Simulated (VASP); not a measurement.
Here is a VASP 6.6.1 calculation.

The input POSCAR:

```
CuO
1.0
    2.3463500000     -1.7141500000      0.0000000000
    2.3463500000      1.7141500000      0.0000000000
   -0.8519200000      0.0000000000      5.0658700000
Cu O
2 2
Direct
    0.0033000000      0.4967000000      0.0000000000
    0.4967000000      0.0033000000      0.5000000000
    0.5719000000      0.4073000000      0.2602000000
    0.4073000000      0.5719000000      0.7602000000
```

File INCAR.step1:

```
PREC = Accurate
ENCUT = 520
ISMEAR = -1
SIGMA = 0.05
LREAL = False
LASPH = True
NELM = 150
ISPIN = 2
MAGMOM = 0.65 0.65 0 0
LMAXMIX = 4
NBANDS = 29
GGA = PE
ALGO = Normal
EDIFF = 1E-4
LWAVE = True
LCHARG = False
```

INCAR.step2

```
PREC = Accurate
ENCUT = 520
EDIFF = 1E-6
ISMEAR = -1
SIGMA = 0.05
LREAL = False
LASPH = True
NELM = 150
ALGO = Normal
ISIF = 2
LWAVE = False
LCHARG = False
ISPIN = 2
MAGMOM = 0.65 0.65 0 0
LORBIT = 11
LMAXMIX = 4
METAGGA = R2SCAN
LMIXTAU = True
NBANDS = 29
ISTART = 1
```

File KPOINTS:

```
Automatic mesh
0
Gamma
  7 7 4
```

Potentials or basis: VASP PAW PBE potentials, release 64 (Cu, O).

Run with:

```console
$ cat potpaw_PBE.64/Cu/POTCAR potpaw_PBE.64/O/POTCAR > POTCAR
$ cp INCAR.step1 INCAR
$ mpirun -np 1 vasp_std > vasp.out
$ cp INCAR.step2 INCAR
$ mpirun -np 1 vasp_std > vasp.out
```

(1) Predict the band gap on the k mesh.

(2) Estimate the pressure.

(3) Predict the largest force.

## Answers

(1) zero (filled and empty bands overlap).

(2) -0.3 GPa.

(3) 0.992 eV/Å.

Caveat: the PAW data sets were made with another functional, which shifts forces and pressure a little; semilocal functionals often make such compounds metallic where correlation or magnetic order opens a gap, which also shifts bond lengths.
